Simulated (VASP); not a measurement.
**Si2Mo: relaxation of shape and atoms at fixed volume with PBE+D4**

Crystal: Si2Mo.

```xyz
3
Lattice="-1.5890 1.5890 3.8897 1.5890 -1.5890 3.8897 1.5890 1.5890 -3.8897" Properties=species:S:1:pos:R:3 pbc="T T T"
Si    0.0000    0.0000    2.6070
Si    0.0000    0.0000    5.1723
Mo    0.0000    0.0000    0.0000
```

```
Program                : VASP 6.6.1
Task                   : relaxation of shape and atoms at fixed volume
Functional             : PBE
Dispersion             : D4
Potentials or basis    : VASP PAW PBE potentials, release 64 (Si, Mo_sv)
Cutoff                 : 600 eV
k mesh                 : 10 × 10 × 10
Occupations            : gaussian, width 0.05 eV
Spin                   : no spin polarisation
Dipole correction      : no
Further INCAR settings : ALGO = Normal; EDIFF = 1e-07; IBRION = 2; EDIFFG = -0.01; NSW = 60; ISIF = 4
```

```json
{"Energy gained by relaxing": "0.1 meV/atom", "Ionic steps": "3", "Pressure after relaxing": "1.8 GPa", "Largest force after relaxing": "0.010 eV/Å", "Band gap on the k mesh": "zero (bands 11 and 12 overlap by 0.96 eV)", "Dispersion energy per atom": "-0.565 eV"}
```

Forces on the atoms (eV/Å):
```
Si   0.000  0.000 -0.010
Si   0.000  0.000  0.010
Mo   0.000  0.000  0.000
```

Stress tensor (GPa, compression positive):
```
1.85 0.00 0.00
0.00 1.85 0.00
0.00 0.00 1.68
```

The path:
| step | energy change (eV) | largest force (eV/Å) | pressure (GPa) | volume (Å³) |
| --- | --- | --- | --- | --- |
| 1 | 0.0000 | 0.0522 | 1.86 | 39.28 |
| 2 | -0.0002 | 0.0007 | 1.78 | 39.28 |
| 3 | -0.0002 | 0.0096 | 1.79 | 39.28 |

Final structure:
```
CELL_PARAMETERS angstrom
-1.58819 1.58819 3.89352
1.58819 -1.58819 3.89352
1.58819 1.58819 -3.89352
ATOMIC_POSITIONS crystal
Si 0.33486 0.33486 0.00000
Si 0.66514 0.66514 0.00000
Mo 0.00000 0.00000 0.00000
```

Levels at points of the mesh, in eV from the Fermi level:
```tsv
k point	band 7	band 8	band 9	band 10	band 11	band 12	band 13	band 14	band 15
(0.00, 0.00, 0.00)	-3.32	-3.09	-2.61	-2.61	0.46	3.17	3.36	3.67	3.67
(0.50, 0.00, 0.00)	-4.97	-4.49	-2.58	-2.57	-0.46	2.42	3.21	4.32	4.34
(0.50, 0.50, 0.00)	-5.68	-5.13	-4.46	-3.08	-1.13	2.48	2.91	3.29	3.48
(0.50, 0.50, 0.50)	-3.58	-2.19	-0.52	-0.52	-0.41	-0.41	0.60	4.88	5.48
```

Wall time 2.4 min on 1 thread of AMD EPYC 7R13 Processor (Zen 3), with other jobs on the host, peak memory 0.23 GiB.
